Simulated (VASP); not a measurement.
## ZnSe: single point with LDA

ZnSe:

```xyz
4
Lattice="3.8548 0.0000 0.0000 0.0000 3.8548 0.0000 0.0000 0.0000 5.0875" Properties=species:S:1:pos:R:3 pbc="T T T"
Zn    0.0000    0.0000    0.0000
Zn    1.9274    1.9274    0.0000
Se    0.0000    1.9274    1.6144
Se    1.9274    0.0000    3.4731
```

This cell differs from its parent crystal: atoms shifted along a free coordinate.

| Item | Value |
| --- | --- |
| Program | VASP 6.6.1 |
| Task | single point |
| Functional | LDA |
| Potentials or basis | VASP PAW LDA potentials, release 64 (Zn, Se) |
| Cutoff | 520 eV |
| k mesh | 8 × 8 × 6 |
| Occupations | gaussian, width 0.05 eV |
| Spin | no spin polarisation |
| Dipole correction | no |
| Further INCAR settings | ALGO = Normal; EDIFF = 1e-06; NBANDS = 26 |

The pressure is 1.0 GPa and the largest force is 1.188 eV/Å. The band gap on the k mesh is 0.97 eV.

Forces on the atoms (eV/Å):
```
Zn   0.000  0.000  0.000
Zn   0.000  0.000  0.000
Se   0.000  0.000 -1.188
Se   0.000  0.000  1.188
```

Stress tensor (GPa, compression positive):
```
 2.95  0.00  0.00
 0.00  2.95  0.00
 0.00  0.00 -2.84
```

Levels at points of the mesh, in eV from the valence-band top:
```tsv
k point	band 15	band 16	band 17	band 18	band 19	band 20	band 21	band 22
(0.00, 0.00, 0.00)	-3.31	-1.50	0.00	0.00	0.97	1.60	2.86	4.28
(0.50, 0.00, 0.00)	-3.59	-3.59	-1.47	-1.47	3.69	3.69	4.00	4.00
(0.50, 0.50, 0.00)	-3.17	-3.17	-2.45	-2.45	1.41	1.41	1.57	1.57
(0.00, 0.00, 0.50)	-2.19	-2.19	-1.78	-1.78	2.27	3.15	3.66	4.17
(0.50, 0.00, 0.50)	-1.29	-1.29	-1.09	-1.09	1.54	1.54	4.94	4.94
(0.50, 0.50, 0.50)	-4.53	-4.53	-4.18	-4.18	4.47	4.47	4.80	4.80
```

Run time: 50 s on 1 thread of AMD EPYC 9R45 96-Core Processor (Zen 5), on a shared host, peak memory 0.2 GiB.

Caveat: the cell differs from its parent crystal (atoms shifted along a free coordinate); the stress differs along the axes, from -3 to 3 GPa; forces of over 1 eV/Å act on the atoms, so gaps and moduli don't describe the material at rest. A k mesh can miss the band edges.
